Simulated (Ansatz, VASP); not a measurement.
FePt in VASP and in Ansatz

The input INCAR:

```
SYSTEM = FePt
PREC = Accurate
ENCUT = 600
EDIFF = 1E-6
ISMEAR = -1
SIGMA = 0.05
LREAL = .FALSE.
LASPH = .TRUE.
NELM = 150
ALGO = Normal
ISIF = 3
LWAVE = .FALSE.
LCHARG = .FALSE.
ISPIN = 2
MAGMOM = 0 3
LORBIT = 11
LMAXMIX = 4
GGA = RE
IVDW = 12
IBRION = 2
NSW = 80
EDIFFG = -0.01
```

Contents of KPOINTS:

```
Automatic mesh
0
G
  10 10 7
  0 0 0
```

Contents of POSCAR:

```
FePt
1.0
    2.7235000000      0.0000000000      0.0000000000
    0.0000000000      2.7235000000      0.0000000000
    0.0000000000      0.0000000000      3.7200000000
Pt Fe
1 1
Direct
    0.5000000000      0.5000000000      0.5000000000
    0.0000000000      0.0000000000      0.0000000000
```

Contents of input.yaml:

```yaml
crystal:
  lattice:
    - [2.7235, 0.0, 0.0]
    - [0.0, 2.7235, 0.0]
    - [0.0, 0.0, 3.72]
  atoms:
    - { symbol: Pt, position: [0.5, 0.5, 0.5] }
    - { symbol: Fe, position: [0.0, 0.0, 0.0], spin: 3.0 }
kpoints:
  mp_grid: { grid: [10, 10, 7] }
scf:
  occupations: { method: fermi_dirac, width: 0.05 }
hamiltonian:
  xc: revpbe
  dispersion: d3bj
  pseudopotentials: { kind: all_electron, lapw: { basis_error: 0.001 } }
magnetization:
  spin_polarized: true
output:
  forces: true
  stress: true
relax:
  f_tol: 0.01
  max_steps: 60
  cell: {}
```

Alike in both runs: task relaxation of cell and atoms; functional revPBE; dispersion D3(BJ); k mesh 10 × 10 × 7; occupations fermi-dirac, width 0.05 eV; collinear spin.

|  | VASP | Ansatz |
| --- | --- | --- |
| version | VASP 6.6.1 | Ansatz 0.2.0 |
| potentials or method | VASP PAW PBE potentials, release 64 (Pt, Fe), cutoff 600 eV | all-electron LAPW, scalar-relativistic |

VASP gave:

```
net moment per atom (μB)                                      : 1.62
size of the moment on the site where the two differ most (μB) : 0.33
relaxed volume (Å³/atom)                                      : 13.43
relaxed cell length with the largest relative difference (Å)  : 3.690
```

Question: What did Ansatz give for the same quantities?

Answer: net moment per atom (μB): 1.63; size of the moment on the site where the two differ most (μB): 0.38; relaxed volume (Å³/atom): 13.45; relaxed cell length with the largest relative difference (Å): 3.693.

VASP's potentials were made for PBE, not for revPBE. Site moments also hang on the region over which each program counts them. Ansatz ran all-electron here, and VASP with PAW potentials.

Spin-orbit coupling is off throughout.
